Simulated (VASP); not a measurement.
# TlSe2Br (R-3m) in VASP: further runs, part 2 of 2

VASP 6.6.1. Earlier steps stand in the parts before.

## 3. Single point, r2SCAN

Contents of POSCAR:

```
TlSe2Br
1.0
    4.1307480000      0.0000000000      0.0000000000
   -2.0653740000      3.5773330000      0.0000000000
   -2.0653740000      1.1924440000      7.6796430000
Se Tl Br
2 1 1
Direct
    0.2331400000      0.7668600000      0.6994200000
    0.7668600000      0.2331400000      0.3005800000
    0.5000000000      0.5000000000      0.5000000000
    0.0000000000      0.0000000000      0.0000000000
```

Contents of INCAR.step1:

```
SYSTEM = TlSe2Br
PREC     = Accurate       ! precision mode
ENCUT    = 520            ! plane-wave cutoff, eV
ISMEAR   = 0              ! smearing method
SIGMA    = 0.01           ! smearing width, eV
LREAL    = .False.        ! projectors in reciprocal space
LASPH    = .True.         ! aspherical terms in the spheres
NELM     = 80             ! most SCF steps
NBANDS   = 24             ! bands
GGA      = PE             ! functional
ALGO     = Normal         ! electronic algorithm
EDIFF    = 1E-4           ! SCF threshold, eV
LWAVE    = .True.         ! write WAVECAR
LCHARG   = .False.        ! write CHGCAR
```

Contents of INCAR.step2:

```
SYSTEM = TlSe2Br
PREC     = Accurate       ! precision mode
ENCUT    = 520            ! plane-wave cutoff, eV
EDIFF    = 1E-6           ! SCF threshold, eV
ISMEAR   = 0              ! smearing method
SIGMA    = 0.01           ! smearing width, eV
LREAL    = .False.        ! projectors in reciprocal space
LASPH    = .True.         ! aspherical terms in the spheres
NELM     = 80             ! most SCF steps
ALGO     = Normal         ! electronic algorithm
ISIF     = 2              ! what is computed and relaxed
LWAVE    = .False.        ! write WAVECAR
LCHARG   = .True.         ! write CHGCAR
METAGGA  = R2SCAN         ! meta-GGA
LMIXTAU  = .True.       
LELF     = .True.         ! ELF
LVHAR    = .True.       
NBANDS   = 24             ! bands
ISTART   = 1
```

Contents of KPOINTS:

```
regular mesh
0
Gamma
  5 5 5
  0 0 0
```

Potentials or basis: VASP PAW PBE potentials, release 64 (Se, Tl_d, Br).

Run with:

```bash
$ cat potpaw_PBE.64/Se/POTCAR potpaw_PBE.64/Tl_d/POTCAR potpaw_PBE.64/Br/POTCAR > POTCAR
$ cp INCAR.step1 INCAR
$ mpirun -np 1 vasp_std > vasp.out
$ cp INCAR.step2 INCAR
$ mpirun -np 1 vasp_std > vasp.out
```

OUTCAR:

```text
SYSTEM = TlSe2Br
   PREC = Accurate
   ENCUT = 520
   EDIFF = 1E-6
   ISMEAR = 0
   LREAL = .False.
   LASPH = .True.
   NELM = 80
   ISIF = 2
   METAGGA = R2SCAN
   ISTART = 1

 ion  position               nearest neighbor table
   1  0.233  0.767  0.699-   3 2.83   3 2.83   3 2.83
   2  0.767  0.233  0.301-   3 2.83   3 2.83   3 2.83
   3  0.500  0.500  0.500-   1 2.83   2 2.83   2 2.83   1 2.83   1 2.83   2 2.83
   4  0.000  0.000  0.000-

  LATTYP: Found a trigonal (rhomboedric) cell.
 ALAT       =     8.0414309765
 COS(alpha) =     0.8680647653

  Lattice vectors:

 A1 = (  -0.0000000000,  -2.3848890000,   7.6796430000)
 A2 = (   2.0653740000,   1.1924440000,   7.6796430000)
 A3 = (  -2.0653740000,   1.1924440000,   7.6796430000)

Analysis of symmetry for initial positions (statically):
=====================================================================
 Subroutine PRICEL returns:
 Original cell was already a primitive cell.

 Routine SETGRP: Setting up the symmetry group for a
 trigonal (rhombohedral) supercell.

 Subroutine GETGRP returns: Found 12 space group operations
 (whereof 12 operations were pure point group operations)
 out of a pool of 12 trial point group operations.

The static configuration has the point symmetry D_3d.

Analysis of symmetry for dynamics (positions and initial velocities):
=====================================================================
 Subroutine PRICEL returns:
 Original cell was already a primitive cell.

 Routine SETGRP: Setting up the symmetry group for a
 trigonal (rhombohedral) supercell.

 Subroutine GETGRP returns: Found 12 space group operations
 (whereof 12 operations were pure point group operations)
 out of a pool of 12 trial point group operations.

The dynamic configuration has the point symmetry D_3d.

 Subroutine INISYM returns: Found 12 space group operations
 (whereof 12 operations are pure point group operations),
 and found     1 'primitive' translations

[... 109 lines left out ...]
   IALGO  =     38    algorithm
   IMIX   =      4    mixing-type and parameters
     AMIX     =   0.40;   BMIX     =  1.00
     AMIX_MAG =   1.60;   BMIX_MAG =  1.00
  volume/ion in A,a.u.               =      28.37       191.45
  Fermi-wavevector in a.u.,A,eV,Ry     =   1.073532  2.028682 15.680329  1.152472
  Thomas-Fermi vector in A             =   2.209334
   LORBIT       =      0    0 simple, 1 ext, 2 COOP (PROOUT), +10 PAW based schemes
   METAGGA = R2SCAN    functional components
   LHFCALC =     F    Hartree Fock is set to
   AEXX    =    0.0000 exact exchange contribution
   IVDW    =     0    specifies the selected vdW correction
   LEPSILON=     F    determine dielectric tensor
   LRPA    =     F    only Hartree local field effects (RPA)
 non-spin polarized calculation
 Gauss-broadening in eV      SIGMA  =   0.01
  energy-cutoff  :      520.00
  volume of cell :      113.48
 maximum number of plane-waves:      3077
   NGX = 15   NGY = 15   NGZ = 29

 number of electron      31.9999998 magnetization

 Free energy of the ion-electron system (eV)
  ---------------------------------------------------
  ext. energy  EPLUGINS =         0.00000000
  ---------------------------------------------------
  free energy    TOTEN  =       -94.47492409 eV

  energy without entropy =      -94.47422849  energy(sigma->0) =      -94.47457629

 E-fermi :   2.2650     XC(G=0):  -9.5981

 val. band max:        2.2562854482   @ k =   0.2000   0.4000   0.2000
 cond. band min:       2.2665181330   @ k =   0.2000  -0.0000   0.0000
 fundamental gap:      0.0102326849
 Fermi energy:         2.2650068005

 k-point     1 :       0.0000    0.0000    0.0000
  band No.  band energies     occupation
      1     -12.4331      2.00000
      2     -11.1308      2.00000
      3     -10.4540      2.00000
      4      -9.2987      2.00000
      5      -9.2987      2.00000
      6      -9.0990      2.00000
[... 502 lines left out ...]
     23      10.9657      0.00000
     24      11.8912      0.00000

------------------------ aborting loop because EDIFF is reached ----------------------------------------

  FORCE on cell =-STRESS in cart. coord.  units (eV):
  Direction    XX          YY          ZZ          XY          YZ          ZX
  --------------------------------------------------------------------------------------
  -------------------------------------------------------------------------------------
  Total       -0.8867098     -0.8867100     -2.1155250     -0.0000000      0.0000001      0.0000000
  in kB      -12.5188083    -12.5188104    -29.8675531     -0.0000000      0.0000013      0.0000000
  external PRESSURE =     -18.3017240 kB  Pullay stress =       0.0000000 kB

 VOLUME and BASIS-vectors are now :
 -----------------------------------------------------------------------------
  energy-cutoff  :      520.00
  volume of cell :      113.48
      direct lattice vectors                 reciprocal lattice vectors
     4.130748000  0.000000000  0.000000000     0.242086905  0.139768928  0.043404801
    -2.065374000  3.577333000  0.000000000     0.000000000  0.279537857 -0.043404783
    -2.065374000  1.192444000  7.679643000     0.000000000  0.000000000  0.130214386

 POSITION                                       TOTAL-FORCE (eV/Angst)
 -----------------------------------------------------------------------------------
     -2.06537      3.57733      5.37130         0.000000     -0.000000      0.349725
      2.06537      1.19244      2.30835        -0.000000      0.000000     -0.349725
      0.00000      2.38489      3.83982         0.000000     -0.000000      0.000000
      0.00000      0.00000      0.00000        -0.000000      0.000000      0.000000
 -----------------------------------------------------------------------------------
    total drift:                               -0.000000      0.000000     -0.000000

  FREE ENERGIE OF THE ION-ELECTRON SYSTEM (eV)
  ---------------------------------------------------
  free  energy   TOTEN  =       -94.4749240945 eV

  energy  without entropy=      -94.4742284866  energy(sigma->0) =      -94.47457629
```

OUTCAR.step1:

```text
SYSTEM = TlSe2Br
   PREC = Accurate
   ENCUT = 520
   ISMEAR = 0
   LREAL = .False.
   LASPH = .True.
   NELM = 80
[... 733 lines left out ...]
      2.06537      1.19244      2.30835         0.000000      0.000000     -0.548946
      0.00000      2.38489      3.83982         0.000000     -0.000000      0.000000
      0.00000      0.00000      0.00000        -0.000000      0.000000      0.000000
 -----------------------------------------------------------------------------------
    total drift:                               -0.000000      0.000000     -0.000000

  FREE ENERGIE OF THE ION-ELECTRON SYSTEM (eV)
  ---------------------------------------------------
  free  energy   TOTEN  =       -10.2059046269 eV

  energy  without entropy=      -10.2054623706  energy(sigma->0) =      -10.20568350
```

OSZICAR.step1:

```text
N       E                     dE             d eps       ncg     rms          rms(c)
DAV:   1     0.167782107397E+03    0.16778E+03   -0.14493E+04   912   0.116E+03
DAV:   2    -0.149337492053E+01   -0.16928E+03   -0.16130E+03  1184   0.228E+02
DAV:   3    -0.103150309223E+02   -0.88217E+01   -0.86447E+01  1128   0.472E+01
DAV:   4    -0.103927029365E+02   -0.77672E-01   -0.77647E-01  1064   0.511E+00
DAV:   5    -0.103936299637E+02   -0.92703E-03   -0.92693E-03  1184   0.564E-01    0.765E+00
DAV:   6    -0.102097381759E+02    0.18389E+00   -0.30364E-01  1096   0.470E+00    0.555E+00
DAV:   7    -0.102074899941E+02    0.22482E-02   -0.12774E-01  1056   0.230E+00    0.180E+00
DAV:   8    -0.102061909376E+02    0.12991E-02   -0.18257E-02  1160   0.873E-01    0.146E-01
DAV:   9    -0.102058288558E+02    0.36208E-03   -0.24898E-03  1112   0.345E-01    0.728E-02
DAV:  10    -0.102059046269E+02   -0.75771E-04   -0.41274E-04  1176   0.113E-01
   1 F= -.10205905E+02 E0= -.10205683E+02  d E =-.442256E-03
```

Run time: 2.2 min. Hardware: 1 thread of Oxide Virtual Turin-like, shared host; peak memory 0.24 GiB.

What came out:

```yaml
Free_energy: -94.4749 eV
Pressure: -1.8 GPa
Largest_force: 0.350 eV/Å
Band_gap_on_the_k_mesh: zero (bands 16 and 17 overlap by 0.66 eV)
```

Forces on the atoms (eV/Å):
```
Se   0.000  0.000  0.350
Se   0.000  0.000 -0.350
Tl   0.000  0.000  0.000
Br   0.000  0.000  0.000
```

Stress tensor (GPa, compression positive):
```
-1.25  0.00  0.00
 0.00 -1.25  0.00
 0.00  0.00 -2.99
```

Levels at points of the mesh, in eV from the Fermi level:
| k point | band 13 | band 14 | band 15 | band 16 | band 17 | band 18 | band 19 | band 20 |
| --- | --- | --- | --- | --- | --- | --- | --- | --- |
| (0.00, 0.00, 0.00) | -0.57 | -0.57 | -0.52 | -0.52 | 0.45 | 1.23 | 4.01 | 5.83 |

Caveat: the PAW data sets were made with another functional, which shifts forces and pressure a little; spin-orbit coupling is left out, which moves the levels of the heavy elements.

## 4. Single point, r2SCAN

POSCAR is that of step 3.

Contents of INCAR.step1:

```
SYSTEM = TlSe2Br
PREC     = Accurate       ! precision mode
ENCUT    = 520            ! plane-wave cutoff, eV
ISMEAR   = 0              ! smearing method
SIGMA    = 0.0236         ! smearing width, eV
LREAL    = .FALSE.        ! projectors in reciprocal space
LASPH    = .TRUE.         ! aspherical terms in the spheres
NELM     = 60             ! most SCF steps
NBANDS   = 24             ! bands
ISYM     = 0            
GGA      = PE             ! functional
ALGO     = Normal         ! electronic algorithm
EDIFF    = 1E-4           ! SCF threshold, eV
LWAVE    = .TRUE.         ! write WAVECAR
LCHARG   = .FALSE.        ! write CHGCAR
```

Contents of INCAR.step2:

```
SYSTEM = TlSe2Br
PREC     = Accurate       ! precision mode
ENCUT    = 520            ! plane-wave cutoff, eV
EDIFF    = 1E-7           ! SCF threshold, eV
ISMEAR   = 0              ! smearing method
SIGMA    = 0.0236         ! smearing width, eV
LREAL    = .FALSE.        ! projectors in reciprocal space
LASPH    = .TRUE.         ! aspherical terms in the spheres
NELM     = 60             ! most SCF steps
ALGO     = Normal         ! electronic algorithm
ISIF     = 2              ! what is computed and relaxed
LWAVE    = .FALSE.        ! write WAVECAR
LCHARG   = .FALSE.        ! write CHGCAR
METAGGA  = R2SCAN         ! meta-GGA
LMIXTAU  = .TRUE.       
NBANDS   = 24             ! bands
ISYM     = 0            
ISTART   = 1
```

Contents of KPOINTS:

```
regular mesh
0
G
  5 5 5
  0 0 0
```

Potentials or basis: VASP PAW PBE potentials, release 64 (Se, Tl_d, Br).

Run with:

```bash
$ cat potpaw_PBE.64/Se/POTCAR potpaw_PBE.64/Tl_d/POTCAR potpaw_PBE.64/Br/POTCAR > POTCAR
$ cp INCAR.step1 INCAR
$ mpirun -np 1 vasp_std > vasp.out
$ cp INCAR.step2 INCAR
$ mpirun -np 1 vasp_std > vasp.out
```

OUTCAR:

```text
SYSTEM = TlSe2Br
   PREC = Accurate
   ENCUT = 520
   EDIFF = 1E-7
   ISMEAR = 0
   LREAL = .FALSE.
   LASPH = .TRUE.
   NELM = 60
   ISIF = 2
   METAGGA = R2SCAN
   ISYM = 0
   ISTART = 1

 ion  position               nearest neighbor table
   1  0.233  0.767  0.699-   3 2.83   3 2.83   3 2.83
   2  0.767  0.233  0.301-   3 2.83   3 2.83   3 2.83
   3  0.500  0.500  0.500-   1 2.83   2 2.83   2 2.83   1 2.83   1 2.83   2 2.83
   4  0.000  0.000  0.000-

IMPORTANT INFORMATION: All symmetrisations will be switched off!
NOSYMM: (Re-)initialisation of all symmetry stuff for point group C_1.

----------------------------------------------------------------------------------------

                                     Primitive cell

  volume of cell :     113.4826

  direct lattice vectors                    reciprocal lattice vectors
     4.130748000  0.000000000  0.000000000     0.242086905  0.139768928  0.043404801
    -2.065374000  3.577333000  0.000000000     0.000000000  0.279537857 -0.043404783
    -2.065374000  1.192444000  7.679643000     0.000000000  0.000000000  0.130214386

  length of vectors
     4.130748000  4.130748256  8.041430784     0.282887610  0.282887590  0.130214386

  position of ions in fractional coordinates (direct lattice)
     0.233140000  0.766860000  0.699420000
     0.766860000  0.233140000  0.300580000
     0.500000000  0.500000000  0.500000000
     0.000000000  0.000000000  0.000000000

  ion indices of the primitive-cell ions
   primitive index   ion index
                 1           1
                 2           2
                 3           3
                 4           4

----------------------------------------------------------------------------------------

 KPOINTS: regular mesh
[... 77 lines left out ...]
   TEBEG  =    0.0;   TEEND  =   0.0 temperature during run
   PSTRESS=    0.0 pullay stress
   NELECT =      32.0000    total number of electrons
   NUPDOWN=      -1.0000    fix difference up-down
   EMIN   =  10.00;   EMAX   =-10.00  energy-range for DOS
   EFERMI =   0.00;   METHOD = LEGACY
   ISMEAR =     0;   SIGMA  =   0.02  broadening in eV -4-tet -1-fermi 0-gaus
   EFERMI_NEDOS =   21; number of points for ismear=-14 and -15
   IALGO  =     38    algorithm
   IMIX   =      4    mixing-type and parameters
     AMIX     =   0.40;   BMIX     =  1.00
     AMIX_MAG =   1.60;   BMIX_MAG =  1.00
  volume/ion in A,a.u.               =      28.37       191.45
  Fermi-wavevector in a.u.,A,eV,Ry     =   1.073532  2.028682 15.680329  1.152472
  Thomas-Fermi vector in A             =   2.209334
   LORBIT       =      0    0 simple, 1 ext, 2 COOP (PROOUT), +10 PAW based schemes
   METAGGA = R2SCAN    functional components
   LHFCALC =     F    Hartree Fock is set to
   AEXX    =    0.0000 exact exchange contribution
   IVDW    =     0    specifies the selected vdW correction
   LEPSILON=     F    determine dielectric tensor
   LRPA    =     F    only Hartree local field effects (RPA)
 non-spin polarized calculation
 Gauss-broadening in eV      SIGMA  =   0.02
  energy-cutoff  :      520.00
  volume of cell :      113.48
 maximum number of plane-waves:      3077
   NGX = 15   NGY = 15   NGZ = 29

 number of electron      31.9999998 magnetization

 Free energy of the ion-electron system (eV)
  ---------------------------------------------------
  ext. energy  EPLUGINS =         0.00000000
  ---------------------------------------------------
  free energy    TOTEN  =       -94.47641334 eV

  energy without entropy =      -94.47299945  energy(sigma->0) =      -94.47470639

 E-fermi :   2.2646     XC(G=0):  -9.5980

 val. band max:        2.2557156355   @ k =   0.4000   0.2000   0.4000
 cond. band min:       2.2676817043   @ k =   0.2000  -0.2000  -0.2000
 fundamental gap:      0.0119660688
 Fermi energy:         2.2646131997

 k-point     1 :       0.0000    0.0000    0.0000
  band No.  band energies     occupation
      1     -12.4337      2.00000
      2     -11.1304      2.00000
      3     -10.4532      2.00000
      4      -9.2975      2.00000
      5      -9.2975      2.00000
      6      -9.0979      2.00000
[... 637 lines left out ...]
     23      10.6966      0.00000
     24      11.2720      0.00000

 [... further k-points ...]
[... 5 lines left out ...]
  --------------------------------------------------------------------------------------
  -------------------------------------------------------------------------------------
  Total       -0.8488403     -0.8490623     -2.1747376     -0.0001931      0.0000059     -0.0000126
  in kB      -11.9841569    -11.9872905    -30.7035318     -0.0027262      0.0000837     -0.0001780
  external PRESSURE =     -18.2249931 kB  Pullay stress =       0.0000000 kB

 VOLUME and BASIS-vectors are now :
 -----------------------------------------------------------------------------
  energy-cutoff  :      520.00
  volume of cell :      113.48
      direct lattice vectors                 reciprocal lattice vectors
     4.130748000  0.000000000  0.000000000     0.242086905  0.139768928  0.043404801
    -2.065374000  3.577333000  0.000000000     0.000000000  0.279537857 -0.043404783
    -2.065374000  1.192444000  7.679643000     0.000000000  0.000000000  0.130214386

 POSITION                                       TOTAL-FORCE (eV/Angst)
 -----------------------------------------------------------------------------------
     -2.06537      3.57733      5.37130        -0.000037      0.000021      0.341080
      2.06537      1.19244      2.30835         0.000037     -0.000022     -0.341080
      0.00000      2.38489      3.83982        -0.000000     -0.000000      0.000000
      0.00000      0.00000      0.00000         0.000000      0.000000      0.000000
 -----------------------------------------------------------------------------------
    total drift:                                0.000000      0.000000      0.000000

  FREE ENERGIE OF THE ION-ELECTRON SYSTEM (eV)
  ---------------------------------------------------
  free  energy   TOTEN  =       -94.4764133350 eV

  energy  without entropy=      -94.4729994517  energy(sigma->0) =      -94.47470639
```

OSZICAR.step1:

```text
N       E                     dE             d eps       ncg     rms          rms(c)
DAV:   1     0.164967313490E+03    0.16497E+03   -0.14517E+04  3024   0.116E+03
DAV:   2    -0.175192797759E+01   -0.16672E+03   -0.15949E+03  3864   0.230E+02
DAV:   3    -0.103205946795E+02   -0.85687E+01   -0.84227E+01  3728   0.467E+01
DAV:   4    -0.103938885417E+02   -0.73294E-01   -0.73257E-01  3536   0.504E+00
DAV:   5    -0.103947760445E+02   -0.88750E-03   -0.88747E-03  3864   0.551E-01    0.766E+00
DAV:   6    -0.102111139628E+02    0.18366E+00   -0.30746E-01  3536   0.469E+00    0.556E+00
DAV:   7    -0.102088589740E+02    0.22550E-02   -0.12824E-01  3544   0.230E+00    0.179E+00
DAV:   8    -0.102075003457E+02    0.13586E-02   -0.18492E-02  3816   0.869E-01    0.149E-01
DAV:   9    -0.102071373852E+02    0.36296E-03   -0.25102E-03  3680   0.347E-01    0.717E-02
DAV:  10    -0.102072153916E+02   -0.78006E-04   -0.40830E-04  3880   0.111E-01
   1 F= -.10207215E+02 E0= -.10205540E+02  d E =-.335112E-02
```

Run time: 9.1 min. Hardware: 1 thread of Oxide Virtual Turin-like, shared host; peak memory 0.34 GiB.

Results:

```yaml
Free_energy: -94.4764 eV
Pressure: -1.8 GPa
Largest_force: 0.341 eV/Å
Band_gap_on_the_k_mesh: zero (bands 16 and 17 overlap by 0.66 eV)
```

Forces on the atoms (eV/Å):
```
Se   0.000  0.000  0.341
Se   0.000  0.000 -0.341
Tl   0.000  0.000  0.000
Br   0.000  0.000  0.000
```

Caveat: the PAW data sets were made with another functional, which shifts forces and pressure a little; spin-orbit coupling is left out, which moves the levels of the heavy elements.
